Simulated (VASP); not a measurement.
A run of VASP 6.6.1 is set up as follows.

The input INCAR:

```
ALGO = Normal
EDIFF = 1E-7
ENCUT = 520
GGA = PS
ISIF = 2
ISMEAR = 1
LASPH = T
LCHARG = F
LREAL = F
LWAVE = F
NBANDS = 28
NELM = 60
PREC = Accurate
SIGMA = 0.1
```

KPOINTS

```
k-points
0
Gamma
  5 5 5
```

The input POSCAR:

```
Hf3Au
1.0
    4.3214541001      0.0000000000      0.0000000000
    0.0000000000      4.3214541001      0.0000000000
    0.0000000000      0.0000000000      4.3214541001
Hf Au
3 1
Direct
    0.5000000000      0.0000000000      0.0000000000
    0.0000000000      0.5000000000      0.0000000000
    0.0000000000      0.0000000000      0.5000000000
    0.5000000000      0.5000000000      0.5000000000
```

Potentials or basis: VASP PAW PBE potentials, release 64 (Hf_pv, Au).

Run with:

```bash
$ cat potpaw_PBE.64/Hf_pv/POTCAR potpaw_PBE.64/Au/POTCAR > POTCAR
$ mpirun -np 1 vasp_std > vasp.out
```

(1) Predict the pressure.

Answers

(1) -4.0 GPa.

Caveat: the PAW data sets were made with another functional, which shifts forces and pressure a little.
